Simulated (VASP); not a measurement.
# AgBr (Fm-3m) in VASP: notebook

AgBr is run at these levels: PBE, PBE+U; tasks: single point.

Everything below comes from runs of VASP 6.6.1. Logs are shortened: lines on timing, memory, paths and dates and some standing lists are left out, and cuts for length are marked.

**1. The cell of the first run**

Symmetry: Fm-3m, No. 225, cubic system. The conventional cell has a = 5.694 Å, b = 5.694 Å, c = 5.694 Å, α = 90.00°, β = 90.00°, γ = 90.00°. Ag (site symmetry m-3m) has 6 Br at 2.85 Å within 3.8 Å. Br (site symmetry m-3m) has 6 Ag at 2.85 Å within 3.8 Å.

**2. Single point, PBE**

File INCAR:

```
PREC = Accurate ; ENCUT = 500
EDIFF = 1E-6 ; ISMEAR = -1
SIGMA = 0.0583 ; LREAL = False
LASPH = True ; NELM = 120
ALGO = Normal ; ISIF = 2
LWAVE = False ; LCHARG = False
GGA = PE ; NBANDS = 16
GGA_COMPAT = False
```

File KPOINTS:

```
Automatic mesh
0
Gamma
  6 6 6
```

File POSCAR:

```
AgBr
1.0
    0.0000000000      2.8470290000      2.8470290000
    2.8470290000      0.0000000000      2.8470290000
    2.8470290000      2.8470290000      0.0000000000
Ag Br
1 1
Direct
    0.0000000000      0.0000000000      0.0000000000
    0.5000000000      0.5000000000      0.5000000000
```

Potentials or basis: VASP PAW PBE potentials, release 64 (Ag, Br).

The run is started by

```sh
$ cat potpaw_PBE.64/Ag/POTCAR potpaw_PBE.64/Br/POTCAR > POTCAR
$ mpirun -np 1 vasp_std > vasp.out
```

OUTCAR:

```text
PREC = Accurate
   ENCUT = 500
   EDIFF = 1E-6
   ISMEAR = -1
   LREAL = False
   LASPH = True
   NELM = 120
   ISIF = 2
   GGA = PE

 ion  position               nearest neighbor table
   1  0.000  0.000  0.000-   2 2.85   2 2.85   2 2.85   2 2.85   2 2.85   2 2.85
   2  0.500  0.500  0.500-   1 2.85   1 2.85   1 2.85   1 2.85   1 2.85   1 2.85

  LATTYP: Found a face centered cubic cell.
 ALAT       =     5.6940580000

  Lattice vectors:

 A1 = (   0.0000000000,   2.8470290000,   2.8470290000)
 A2 = (   2.8470290000,   0.0000000000,   2.8470290000)
 A3 = (   2.8470290000,   2.8470290000,   0.0000000000)

Analysis of symmetry for initial positions (statically):
=====================================================================
 Subroutine PRICEL returns:
 Original cell was already a primitive cell.

 Routine SETGRP: Setting up the symmetry group for a
 face centered cubic supercell.

 Subroutine GETGRP returns: Found 48 space group operations
 (whereof 48 operations were pure point group operations)
 out of a pool of 48 trial point group operations.

The static configuration has the point symmetry O_h .

Analysis of symmetry for dynamics (positions and initial velocities):
=====================================================================
 Subroutine PRICEL returns:
 Original cell was already a primitive cell.

 Routine SETGRP: Setting up the symmetry group for a
 face centered cubic supercell.

 Subroutine GETGRP returns: Found 48 space group operations
 (whereof 48 operations were pure point group operations)
 out of a pool of 48 trial point group operations.

The dynamic configuration has the point symmetry O_h .

 Subroutine INISYM returns: Found 48 space group operations
 (whereof 48 operations are pure point group operations),
 and found     1 'primitive' translations

----------------------------------------------------------------------------------------

                                     Primitive cell

  volume of cell :      46.1536

  direct lattice vectors                    reciprocal lattice vectors
     0.000000000  2.847029000  2.847029000    -0.175621674  0.175621674  0.175621674
     2.847029000  0.000000000  2.847029000     0.175621674 -0.175621674  0.175621674
     2.847029000  2.847029000  0.000000000     0.175621674  0.175621674 -0.175621674

  length of vectors
     4.026307024  4.026307024  4.026307024     0.304185663  0.304185663  0.304185663
[... 70 lines left out ...]
   ENCUT  =  500.0 eV  36.75 Ry    6.06 a.u.   7.34  7.34  7.34*2*pi/ulx,y,z
   NELM   =    120;   NELMIN=  2; NELMDL= -5     # of ELM steps
   EDIFF  = 0.1E-05   stopping-criterion for ELM
   LREAL  =      F    real-space projection
   EDIFFG = 0.1E-04   stopping-criterion for IOM
   NSW    =      0    number of steps for IOM
   IBRION =     -1    ionic relax: 0-MD 1-quasi-New 2-CG
   NFREE  =      0    steps in history (QN), initial steepest desc. (CG)
   ISIF   =      2    stress and relaxation
   ISYM   =      2    0-nonsym 1-usesym 2-fastsym
   POTIM  = 0.5000    time-step for ionic-motion
   TEBEG  =    0.0;   TEEND  =   0.0 temperature during run
   PSTRESS=    0.0 pullay stress
   NELECT =      18.0000    total number of electrons
   NUPDOWN=      -1.0000    fix difference up-down
   EMIN   =  10.00;   EMAX   =-10.00  energy-range for DOS
   EFERMI =   0.00;   METHOD = LEGACY
   ISMEAR =    -1;   SIGMA  =   0.06  broadening in eV -4-tet -1-fermi 0-gaus
   EFERMI_NEDOS =   21; number of points for ismear=-14 and -15
   IALGO  =     38    algorithm
   IMIX   =      4    mixing-type and parameters
     AMIX     =   0.40;   BMIX     =  1.00
     AMIX_MAG =   1.60;   BMIX_MAG =  1.00
  volume/ion in A,a.u.               =      23.08       155.73
  Fermi-wavevector in a.u.,A,eV,Ry     =   1.196090  2.260282 19.464913  1.430631
  Thomas-Fermi vector in A             =   2.332039
   LORBIT       =      0    0 simple, 1 ext, 2 COOP (PROOUT), +10 PAW based schemes
   GGA     = PE    functional components
   LHFCALC =     F    Hartree Fock is set to
   AEXX    =    0.0000 exact exchange contribution
   IVDW    =     0    specifies the selected vdW correction
   LEPSILON=     F    determine dielectric tensor
   LRPA    =     F    only Hartree local field effects (RPA)
 non-spin polarized calculation
  energy-cutoff  :      500.00
  volume of cell :       46.15
 maximum number of plane-waves:      1211
 NGX is ok and might be reduce to    30
   NGX = 15   NGY = 15   NGZ = 15

 number of electron      17.9999999 magnetization

 Free energy of the ion-electron system (eV)
  ---------------------------------------------------
  ext. energy  EPLUGINS =         0.00000000
  ---------------------------------------------------
  free energy    TOTEN  =        -4.96103311 eV

  energy without entropy =       -4.96094070  energy(sigma->0) =       -4.96098690

 E-fermi :   4.3370     XC(G=0):  -9.9846

 val. band max:        3.9257534630   @ k =   0.5000   0.0000   0.0000
 cond. band min:       4.5933535400   @ k =   0.0000   0.0000   0.0000
 fundamental gap:      0.6676000771
 Fermi energy:         4.3370256582

 k-point     1 :       0.0000    0.0000    0.0000
  band No.  band energies     occupation
      1     -11.3171      2.00000
      2       1.0196      2.00000
      3       1.0196      2.00000
      4       1.0196      2.00000
      5       1.0204      2.00000
      6       1.0204      2.00000
[... 281 lines left out ...]
      3      -0.2387      2.00000
      4       0.0869      2.00000
      5       1.4497      2.00000
      6       1.4564      2.00000
[... 8 lines left out ...]
     15      17.6629      0.00000
     16      18.8081      0.00000

------------------------ aborting loop because EDIFF is reached ----------------------------------------

  FORCE on cell =-STRESS in cart. coord.  units (eV):
  Direction    XX          YY          ZZ          XY          YZ          ZX
  --------------------------------------------------------------------------------------
  -------------------------------------------------------------------------------------
  Total        1.0411372      1.0411372      1.0411372      0.0000000      0.0000000     -0.0000000
  in kB       36.1420580     36.1420580     36.1420580      0.0000000      0.0000000     -0.0000000
  external PRESSURE =      36.1420580 kB  Pullay stress =       0.0000000 kB

 VOLUME and BASIS-vectors are now :
 -----------------------------------------------------------------------------
  energy-cutoff  :      500.00
  volume of cell :       46.15
      direct lattice vectors                 reciprocal lattice vectors
     0.000000000  2.847029000  2.847029000    -0.175621674  0.175621674  0.175621674
     2.847029000  0.000000000  2.847029000     0.175621674 -0.175621674  0.175621674
     2.847029000  2.847029000  0.000000000     0.175621674  0.175621674 -0.175621674

 POSITION                                       TOTAL-FORCE (eV/Angst)
 -----------------------------------------------------------------------------------
      0.00000      0.00000      0.00000         0.000000     -0.000000      0.000000
      2.84703      2.84703      2.84703        -0.000000      0.000000     -0.000000
 -----------------------------------------------------------------------------------
    total drift:                               -0.000000      0.000000      0.000000

  FREE ENERGIE OF THE ION-ELECTRON SYSTEM (eV)
  ---------------------------------------------------
  free  energy   TOTEN  =        -4.9610331072 eV

  energy  without entropy=       -4.9609407021  energy(sigma->0) =       -4.96098690
```

Run time: 9.8 s. Hardware: 1 thread of Intel Xeon Platinum 8488C (Sapphire Rapids), shared host; peak memory 0.17 GiB.

What came out:

```yaml
Free_energy: -4.9610 eV
Pressure: 3.6 GPa
Band_gap_on_the_k_mesh: 0.67 eV, indirect (least direct gap 2.69 eV)
```

Levels at points of the mesh, in eV from the valence-band top:
| k point | band 5 | band 6 | band 7 | band 8 | band 9 | band 10 | band 11 | band 12 | band 13 | band 14 |
| --- | --- | --- | --- | --- | --- | --- | --- | --- | --- | --- |
| (0.00, 0.00, 0.00) | -2.91 | -2.91 | -2.02 | -2.02 | -2.02 | 0.67 | 9.90 | 9.90 | 9.90 | 11.09 |
| (0.50, 0.00, 0.00) | -2.58 | -2.58 | -2.23 | 0.00 | 0.00 | 3.66 | 6.71 | 6.71 | 6.74 | 12.30 |
| (0.50, 0.50, 0.00) | -2.97 | -2.74 | -2.47 | -2.47 | -2.35 | 1.55 | 7.01 | 9.16 | 11.16 | 11.16 |

A k mesh can miss the band edges. Expect the measured gap to be larger: semilocal functionals such as PBE lack the derivative discontinuity.

**3. Single point, PBE+U**

File INCAR:

```
SYSTEM = AgBr
PREC = Accurate ; ENCUT = 500
EDIFF = 1E-6 ; ISMEAR = -1
SIGMA = 0.0583 ; LREAL = .False.
LASPH = .True. ; NELM = 200
ALGO = Normal ; ISIF = 2
LWAVE = .False. ; LCHARG = .False.
LMAXMIX = 4 ; LDAU = .True.
LDAUTYPE = 2 ; LDAUL = 2 -1
LDAUU = 3 0 ; LDAUJ = 0 0
LDAUPRINT = 1 ; GGA = PE
NBANDS = 16 ; GGA_COMPAT = .False.
```

File KPOINTS:

```
Automatic mesh
0
Gamma
  6 6 6
  0 0 0
```

POSCAR is that of step 2.

Potentials or basis: VASP PAW PBE potentials, release 64 (Ag, Br).

The run is started by

```sh
$ cat potpaw_PBE.64/Ag/POTCAR potpaw_PBE.64/Br/POTCAR > POTCAR
$ mpirun -np 1 vasp_std > vasp.out
```

OUTCAR:

```text
SYSTEM = AgBr
   PREC = Accurate
   ENCUT = 500
   EDIFF = 1E-6
   ISMEAR = -1
   LREAL = .False.
   LASPH = .True.
   NELM = 200
   ISIF = 2
   GGA = PE

 ion  position               nearest neighbor table
   1  0.000  0.000  0.000-   2 2.85   2 2.85   2 2.85   2 2.85   2 2.85   2 2.85
   2  0.500  0.500  0.500-   1 2.85   1 2.85   1 2.85   1 2.85   1 2.85   1 2.85

  LATTYP: Found a face centered cubic cell.
 ALAT       =     5.6940580000

  Lattice vectors:

 A1 = (   0.0000000000,   2.8470290000,   2.8470290000)
 A2 = (   2.8470290000,   0.0000000000,   2.8470290000)
 A3 = (   2.8470290000,   2.8470290000,   0.0000000000)

Analysis of symmetry for initial positions (statically):
=====================================================================
 Subroutine PRICEL returns:
 Original cell was already a primitive cell.

 Routine SETGRP: Setting up the symmetry group for a
 face centered cubic supercell.

 Subroutine GETGRP returns: Found 48 space group operations
 (whereof 48 operations were pure point group operations)
 out of a pool of 48 trial point group operations.

The static configuration has the point symmetry O_h .

Analysis of symmetry for dynamics (positions and initial velocities):
=====================================================================
 Subroutine PRICEL returns:
 Original cell was already a primitive cell.

 Routine SETGRP: Setting up the symmetry group for a
 face centered cubic supercell.

 Subroutine GETGRP returns: Found 48 space group operations
 (whereof 48 operations were pure point group operations)
 out of a pool of 48 trial point group operations.

The dynamic configuration has the point symmetry O_h .

 Subroutine INISYM returns: Found 48 space group operations
 (whereof 48 operations are pure point group operations),
 and found     1 'primitive' translations

----------------------------------------------------------------------------------------

                                     Primitive cell

  volume of cell :      46.1536

  direct lattice vectors                    reciprocal lattice vectors
     0.000000000  2.847029000  2.847029000    -0.175621674  0.175621674  0.175621674
     2.847029000  0.000000000  2.847029000     0.175621674 -0.175621674  0.175621674
     2.847029000  2.847029000  0.000000000     0.175621674  0.175621674 -0.175621674

  length of vectors
     4.026307024  4.026307024  4.026307024     0.304185663  0.304185663  0.304185663

  position of ions in fractional coordinates (direct lattice)
     0.000000000  0.000000000  0.000000000
     0.500000000  0.500000000  0.500000000

  ion indices of the primitive-cell ions
   primitive index   ion index
                 1           1
                 2           2

[... 76 lines left out ...]
   EFERMI =   0.00;   METHOD = LEGACY
   ISMEAR =    -1;   SIGMA  =   0.06  broadening in eV -4-tet -1-fermi 0-gaus
   EFERMI_NEDOS =   21; number of points for ismear=-14 and -15
   IALGO  =     38    algorithm
   IMIX   =      4    mixing-type and parameters
     AMIX     =   0.40;   BMIX     =  1.00
     AMIX_MAG =   1.60;   BMIX_MAG =  1.00
  volume/ion in A,a.u.               =      23.08       155.73
  Fermi-wavevector in a.u.,A,eV,Ry     =   1.196090  2.260282 19.464913  1.430631
  Thomas-Fermi vector in A             =   2.332039
   LORBIT       =      0    0 simple, 1 ext, 2 COOP (PROOUT), +10 PAW based schemes
 LDA+U is selected, type is set to LDAUTYPE =  2
   angular momentum for each species LDAUL =     2   -1
   U (eV)           for each species LDAUU =   3.0  0.0
   J (eV)           for each species LDAUJ =   0.0  0.0
   GGA     = PE    functional components
   LHFCALC =     F    Hartree Fock is set to
   AEXX    =    0.0000 exact exchange contribution
   IVDW    =     0    specifies the selected vdW correction
   LEPSILON=     F    determine dielectric tensor
   LRPA    =     F    only Hartree local field effects (RPA)
 non-spin polarized calculation
  energy-cutoff  :      500.00
  volume of cell :       46.15
 maximum number of plane-waves:      1211
 NGX is ok and might be reduce to    30
   NGX = 15   NGY = 15   NGZ = 15

atom =   1  type =  1  l = 2

 onsite density matrix

spin component  1

  0.9445  0.0000 -0.0000 -0.0000  0.0000
  0.0000  0.9445 -0.0000  0.0000 -0.0000
 -0.0000 -0.0000  0.9602  0.0000 -0.0000
 -0.0000  0.0000  0.0000  0.9445 -0.0000
  0.0000 -0.0000 -0.0000 -0.0000  0.9602

spin component  2

  0.9445  0.0000 -0.0000 -0.0000  0.0000
  0.0000  0.9445 -0.0000  0.0000 -0.0000
 -0.0000 -0.0000  0.9602  0.0000 -0.0000
 -0.0000  0.0000  0.0000  0.9445 -0.0000
  0.0000 -0.0000 -0.0000 -0.0000  0.9602

 occupancies and eigenvectors

  o =  0.9445  v =  0.0000 -0.3939 -0.0000 -0.9192 -0.0000  0.0000  0.0000  0.0000  0.0000  0.0000      0.0000  0.0000  0.0000  0.0000  0.0000  0.0000  0.0000  0.0000  0.0000  0.0000
  o =  0.9445  v =  0.0000  0.0000  0.0000  0.0000  0.0000  0.0000 -0.3939 -0.0000 -0.9192 -0.0000      0.0000  0.0000  0.0000  0.0000  0.0000  0.0000  0.0000  0.0000  0.0000  0.0000
  o =  0.9445  v =  0.0000  0.9192  0.0000 -0.3939  0.0000  0.0000  0.0000  0.0000  0.0000  0.0000      0.0000  0.0000  0.0000  0.0000  0.0000  0.0000  0.0000  0.0000  0.0000  0.0000
  o =  0.9445  v =  0.0000  0.0000  0.0000  0.0000  0.0000  0.0000  0.9192  0.0000 -0.3939  0.0000      0.0000  0.0000  0.0000  0.0000  0.0000  0.0000  0.0000  0.0000  0.0000  0.0000
  o =  0.9445  v =  1.0000  0.0000  0.0000  0.0000  0.0000  0.0000  0.0000  0.0000  0.0000  0.0000      0.0000  0.0000  0.0000  0.0000  0.0000  0.0000  0.0000  0.0000  0.0000  0.0000
  o =  0.9445  v =  0.0000  0.0000  0.0000  0.0000  0.0000  1.0000  0.0000  0.0000  0.0000  0.0000      0.0000  0.0000  0.0000  0.0000  0.0000  0.0000  0.0000  0.0000  0.0000  0.0000
  o =  0.9602  v =  0.0000  0.0000  0.0000  0.0000  0.0000  0.0000  0.0000 -0.9999  0.0000 -0.0168      0.0000  0.0000  0.0000  0.0000  0.0000  0.0000  0.0000  0.0000  0.0000  0.0000
  o =  0.9602  v =  0.0000  0.0000 -0.9999  0.0000 -0.0168  0.0000  0.0000  0.0000  0.0000  0.0000      0.0000  0.0000  0.0000  0.0000  0.0000  0.0000  0.0000  0.0000  0.0000  0.0000
  o =  0.9602  v =  0.0000  0.0000  0.0000  0.0000  0.0000  0.0000  0.0000  0.0168  0.0000 -0.9999      0.0000  0.0000  0.0000  0.0000  0.0000  0.0000  0.0000  0.0000  0.0000  0.0000
  o =  0.9602  v =  0.0000  0.0000  0.0168  0.0000 -0.9999  0.0000  0.0000  0.0000  0.0000  0.0000      0.0000  0.0000  0.0000  0.0000  0.0000  0.0000  0.0000  0.0000  0.0000  0.0000

 number of electron      17.9999999 magnetization

 Free energy of the ion-electron system (eV)
  ---------------------------------------------------
  ext. energy  EPLUGINS =         0.00000000
  ---------------------------------------------------
  free energy    TOTEN  =        -4.17558204 eV

  energy without entropy =       -4.17558041  energy(sigma->0) =       -4.17558123

 E-fermi :   4.1364     XC(G=0):  -9.9431

 val. band max:        3.4606493233   @ k =   0.5000   0.0000   0.0000
 cond. band min:       4.6580750737   @ k =   0.0000   0.0000   0.0000
 fundamental gap:      1.1974257504
 Fermi energy:         4.1363590842

 k-point     1 :       0.0000    0.0000    0.0000
  band No.  band energies     occupation
      1     -11.3406      2.00000
      2      -0.0180      2.00000
      3      -0.0180      2.00000
      4       0.0364      2.00000
      5       0.0364      2.00000
      6       0.0364      2.00000
[... 281 lines left out ...]
      3      -0.5700      2.00000
      4      -0.4059      2.00000
      5       0.4239      2.00000
      6       0.4264      2.00000
[... 8 lines left out ...]
     15      17.6343      0.00000
     16      18.7765      0.00000

------------------------ aborting loop because EDIFF is reached ----------------------------------------

  FORCE on cell =-STRESS in cart. coord.  units (eV):
  Direction    XX          YY          ZZ          XY          YZ          ZX
  --------------------------------------------------------------------------------------
  -------------------------------------------------------------------------------------
  Total        1.0050497      1.0050497      1.0050497      0.0000000      0.0000000      0.0000000
  in kB       34.8893149     34.8893149     34.8893149      0.0000000      0.0000000      0.0000000
  external PRESSURE =      34.8893149 kB  Pullay stress =       0.0000000 kB

 VOLUME and BASIS-vectors are now :
 -----------------------------------------------------------------------------
  energy-cutoff  :      500.00
  volume of cell :       46.15
      direct lattice vectors                 reciprocal lattice vectors
     0.000000000  2.847029000  2.847029000    -0.175621674  0.175621674  0.175621674
     2.847029000  0.000000000  2.847029000     0.175621674 -0.175621674  0.175621674
     2.847029000  2.847029000  0.000000000     0.175621674  0.175621674 -0.175621674

 POSITION                                       TOTAL-FORCE (eV/Angst)
 -----------------------------------------------------------------------------------
      0.00000      0.00000      0.00000        -0.000000     -0.000000     -0.000000
      2.84703      2.84703      2.84703         0.000000      0.000000      0.000000
 -----------------------------------------------------------------------------------
    total drift:                               -0.000000      0.000000      0.000000

  FREE ENERGIE OF THE ION-ELECTRON SYSTEM (eV)
  ---------------------------------------------------
  free  energy   TOTEN  =        -4.1755820391 eV

  energy  without entropy=       -4.1755804146  energy(sigma->0) =       -4.17558123
```

OSZICAR:

```text
N       E                     dE             d eps       ncg     rms          rms(c)
DAV:   1     0.960225999076E+02    0.96023E+02   -0.82576E+03   512   0.967E+02
DAV:   2    -0.111105163301E+01   -0.97134E+02   -0.91506E+02   648   0.217E+02
DAV:   3    -0.421916853644E+01   -0.31081E+01   -0.31039E+01   664   0.403E+01
DAV:   4    -0.423427801928E+01   -0.15109E-01   -0.15109E-01   632   0.303E+00
DAV:   5    -0.423443509634E+01   -0.15708E-03   -0.15708E-03   648   0.303E-01    0.632E+00
DAV:   6    -0.417413045177E+01    0.60305E-01   -0.84390E-02   608   0.443E+00    0.406E+00
DAV:   7    -0.417476200801E+01   -0.63156E-03   -0.52550E-02   576   0.170E+00    0.111E+00
DAV:   8    -0.417546212759E+01   -0.70012E-03   -0.55160E-03   584   0.798E-01    0.185E-01
DAV:   9    -0.417554317362E+01   -0.81046E-04   -0.71562E-04   608   0.252E-01    0.262E-02
DAV:  10    -0.417556741361E+01   -0.24240E-04   -0.25701E-05   624   0.645E-02    0.206E-02
DAV:  11    -0.417558206548E+01   -0.14652E-04   -0.17612E-05   576   0.329E-02    0.354E-03
DAV:  12    -0.417558203905E+01    0.26427E-07   -0.18184E-07   480   0.362E-03
   1 F= -.41755820E+01 E0= -.41755812E+01  d E =-.162443E-05
```

stdout:

```text
POSCAR found type information on POSCAR AgBr
 POSCAR found :  2 types and       2 ions
 scaLAPACK will be used
 LDA part: xc-table for (Slater+PW92), standard interpolation
 POSCAR, INCAR and KPOINTS ok, starting setup
 FFT: planning ... GRIDC
 FFT: planning ... GRID_SOFT
 FFT: planning ... GRID
 WAVECAR not read
 entering main loop
```

Wall time 9.9 s (1 thread of Intel Xeon Platinum 8488C (Sapphire Rapids), shared host); peak memory 0.17 GiB.

Results:

```
Free energy            : -4.1756 eV
Pressure               : 3.5 GPa
Band gap on the k mesh : 1.20 eV, indirect (least direct gap 2.78 eV)
```

Eigenvalues of the final occupation matrices:
| site | spin | trace | eigenvalues |
| --- | --- | --- | --- |
| site 1 d | 1 | 4.75 | 0.94 0.94 0.94 0.96 0.96 |
| site 1 d | 2 | 4.75 | 0.94 0.94 0.94 0.96 0.96 |

A k mesh can miss the band edges.
